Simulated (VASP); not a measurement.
Wanted: the native input for a VASP 6.6.1 run.

* Task: single point
* Functional: PBE
* Potentials or basis: VASP PAW PBE potentials, release 64 (Na_pv, I)
* Cutoff: 520 eV
* k mesh: 6 × 6 × 6
* Occupations: fermi-dirac, width 0.02 eV
* Spin: no spin polarisation
* Dipole correction: no
* Further INCAR settings: ALGO = Normal; EDIFF = 1e-06; NBANDS = 14

The structure of NaI lies in POSCAR:

```
NaI
1.0
    4.2603417203      0.0000000000      0.0000000000
    0.0000000000      4.0405365329      0.0000000000
    0.0000000000      0.0000000000      4.0405365329
Na I
1 1
Direct
    0.0000000000      0.0000000000      0.0000000000
    0.5000000000      0.5000000000      0.5000000000
```

This cell differs from its parent crystal: uniaxial x strain +5.4%.

One way to write it, as run:

INCAR

```
PREC = Accurate
ENCUT = 520
EDIFF = 1E-6
ISMEAR = -1
SIGMA = 0.02
LREAL = F
LASPH = T
NELM = 80
ALGO = Normal
ISIF = 2
LWAVE = F
LCHARG = T
GGA = PE
LELF = T
LVHAR = T
NBANDS = 14
```

KPOINTS

```
Automatic mesh
0
Gamma
  6 6 6
```

Potentials or basis: VASP PAW PBE potentials, release 64 (Na_pv, I).

Command:

```console
$ cat potpaw_PBE.64/Na_pv/POTCAR potpaw_PBE.64/I/POTCAR > POTCAR
$ mpirun -np 1 vasp_std > vasp.out
```

It gave:

```
Pressure               : -0.5 GPa
Band gap on the k mesh : 2.07 eV (least direct gap 2.62 eV)
```

Caveat: the cell differs from its parent crystal (uniaxial x strain +5.4%); spin-orbit coupling is left out, which moves the levels of the heavy elements.

Wall time 9.8 s on 1 thread of Intel(R) Xeon(R) 6975P-C (Granite Rapids) (shared host), peak memory 0.19 GiB.
